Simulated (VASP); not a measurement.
Set up this calculation in VASP 6.6.1, as the native input.

```yaml
Task: single point
Functional: PBE
Potentials_or_basis: VASP PAW PBE potentials, release 64 (Li_sv, Nb_sv, O)
Cutoff: 520 eV
k_mesh: 6 × 6 × 6
Occupations: gaussian, width 0.02 eV
Spin: no spin polarisation
Dipole_correction: no
Further_INCAR_settings: ALGO = Normal; EDIFF = 1e-07; NBANDS = 45
```

The structure of LiNbO3 lies in POSCAR:

```
LiNbO3
1.0
    2.6115295164      1.5077672693      4.5982601985
   -2.6115295164      1.5077672693      4.5982601985
    0.0000000000     -3.0155345385      4.5982601985
Li Nb O
2 2 6
Direct
    0.2500000000      0.2500000000      0.2500000000
    0.7500000000      0.7500000000      0.7500000000
    0.0000000000      0.0000000000      0.0000000000
    0.5000000000      0.5000000000      0.5000000000
    0.1303750776      0.3696249224      0.7500000000
    0.7500000000      0.1303750776      0.3696249224
    0.3696249224      0.7500000000      0.1303750776
    0.8696249224      0.6303750776      0.2500000000
    0.2500000000      0.8696249224      0.6303750776
    0.6303750776      0.2500000000      0.8696249224
```

The input as run:

INCAR

```
ALGO = Normal
EDIFF = 1E-7
ENCUT = 520
GGA = PE
ISIF = 2
ISMEAR = 0
LASPH = T
LCHARG = T
LELF = T
LREAL = F
LVHAR = T
LWAVE = F
NBANDS = 45
NELM = 80
PREC = Accurate
SIGMA = 0.02
```

KPOINTS

```
k-points
0
Gamma
  6 6 6
```

Potentials or basis: VASP PAW PBE potentials, release 64 (Li_sv, Nb_sv, O).

Launch:

```bash
$ cat potpaw_PBE.64/Li_sv/POTCAR potpaw_PBE.64/Nb_sv/POTCAR potpaw_PBE.64/O/POTCAR > POTCAR
$ mpirun -np 1 vasp_std > vasp.out
```

Results of the run:

```yaml
Largest_force: 0.019 eV/Å
Band_gap_on_the_k_mesh: 2.49 eV (least direct gap 2.61 eV)
```

Run time: 7.2 min on 1 thread of Intel Xeon 8259CL (shared host), peak memory 0.32 GiB.
